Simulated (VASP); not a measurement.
Here is a VASP 6.6.1 calculation.

POSCAR

```
V
1.0
   -1.5041862709      1.5041862709      1.5041862709
    1.5041862709     -1.5041862709      1.5041862709
    1.5041862709      1.5041862709     -1.5041862709
V
1
Direct
    0.0000000000      0.0000000000      0.0000000000
```

The input INCAR.step1:

```
SYSTEM = V
PREC = Accurate ; ENCUT = 520
ISMEAR = -1 ; SIGMA = 0.05
LREAL = .False. ; LASPH = .True.
NELM = 150 ; ISPIN = 2
MAGMOM = 2 ; LMAXMIX = 4
NBANDS = 16 ; GGA = PE
ALGO = Normal ; EDIFF = 1E-4
LWAVE = .True. ; LCHARG = .False.
```

File INCAR.step2:

```
SYSTEM = V
PREC = Accurate ; ENCUT = 520
EDIFF = 1E-6 ; ISMEAR = -1
SIGMA = 0.05 ; LREAL = .False.
LASPH = .True. ; NELM = 150
ALGO = Normal ; ISIF = 2
LWAVE = .False. ; LCHARG = .False.
ISPIN = 2 ; MAGMOM = 2
LORBIT = 11 ; LMAXMIX = 4
METAGGA = R2SCAN ; LMIXTAU = .True.
NBANDS = 16 ; ISTART = 1
```

Contents of KPOINTS:

```
Automatic mesh
0
Gamma
  12 12 12
  0 0 0
```

Potentials or basis: VASP PAW PBE potentials, release 64 (V_sv).

Command:

```sh
$ cat potpaw_PBE.64/V_sv/POTCAR > POTCAR
$ cp INCAR.step1 INCAR
$ mpirun -np 1 vasp_std > vasp.out
$ cp INCAR.step2 INCAR
$ mpirun -np 1 vasp_std > vasp.out
```

**Question.** Estimate the pressure.

**Answer.** -4.1 GPa.

**Question.** Predict the net moment.

**Answer.** 0.00 μB per cell.

Caveat: the PAW data sets were made with another functional, which shifts forces and pressure a little.
